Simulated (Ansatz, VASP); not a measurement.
# One calculation of Cs4I, two programs

Contents of INCAR:

```
SYSTEM = Cs4I
PREC     = Accurate       ! precision mode
ENCUT    = 600            ! plane-wave cutoff, eV
EDIFF    = 1E-6           ! SCF threshold, eV
ISMEAR   = 0              ! smearing method
SIGMA    = 0.1            ! smearing width, eV
LREAL    = .FALSE.        ! projectors in reciprocal space
LASPH    = .TRUE.         ! aspherical terms in the spheres
NELM     = 100            ! most SCF steps
ALGO     = Normal         ! electronic algorithm
ISIF     = 3              ! what is computed and relaxed
LWAVE    = .FALSE.        ! write WAVECAR
LCHARG   = .FALSE.        ! write CHGCAR
GGA      = PE             ! functional
IBRION   = 2              ! ionic algorithm
NSW      = 90             ! ionic steps
EDIFFG   = -0.04          ! ionic threshold
```

Contents of KPOINTS:

```
Automatic mesh
0
G
  4 4 4
  0 0 0
```

POSCAR

```
Cs4I
1.0
    6.6303602900      0.0000000000      0.0000000000
    0.0000000000      6.6303602900      0.0000000000
    0.0000000000      0.0000000000      6.6303602900
Cs I
4 1
Direct
    0.5000000000      0.5000000000      0.5000000000
    0.5000000000      0.0000000000      0.0000000000
    0.0000000000      0.5000000000      0.0000000000
    0.0000000000      0.0000000000      0.5000000000
    0.0000000000      0.0000000000      0.0000000000
```

Input for Ansatz:

```yaml
crystal:
  lattice:
    - [6.63036029, 0.0, 0.0]
    - [0.0, 6.63036029, 0.0]
    - [0.0, 0.0, 6.63036029]
  atoms:
    - { symbol: Cs, position: [0.5, 0.5, 0.5] }
    - { symbol: Cs, position: [0.5, 0.0, 0.0] }
    - { symbol: Cs, position: [0.0, 0.5, 0.0] }
    - { symbol: Cs, position: [0.0, 0.0, 0.5] }
    - { symbol: I, position: [0.0, 0.0, 0.0] }
basis:
  ecutwfc: 420
kpoints:
  mp_grid: { grid: [4, 4, 4] }
hamiltonian:
  xc: pbe
scf:
  occupations: { method: gaussian, width: 0.1 }
  lower_state_search: "off"
output:
  forces: true
  stress: true
  eigenvalues: true
relax:
  adjacent_minimum: "off"
  f_tol: 0.04
  max_steps: 70
  cell: { stress_tol: 0.4 }
```

Alike in both runs: task relaxation of cell and atoms; functional PBE; k mesh 4 × 4 × 4; occupations gaussian, width 0.1 eV; no spin polarisation.

|  | VASP | Ansatz |
| --- | --- | --- |
| version | VASP 6.6.1 | Ansatz 0.2.0 |
| potentials or method | VASP PAW PBE potentials, release 64 (Cs_sv, I), cutoff 600 eV | scalar-relativistic, plane waves, PAW |
| valence electrons in the cell | 43 | 53 |

|  | VASP | Ansatz | Ansatz less VASP |
| --- | --- | --- | --- |
| gap on the k mesh at the Fermi level, each at its own relaxed structure (eV) | none | none | - |
| relaxed volume (Å³/atom) | 96.11 | 92.73 | -3.377 |
| relaxed length of the cell vector where the two differ most in proportion (Å) | 7.833 | 7.740 | -0.0928 |

A gap of «none» marks a metal or a gap that the smearing closes. VASP's potentials hold 43 valence electrons a cell and Ansatz's 53, so a difference there can come from the potentials and not from the codes.

Neither program's run includes spin-orbit coupling. Noted on VASP's run: the volume moved by over 15 % at a fixed basis, so the end points are rough.
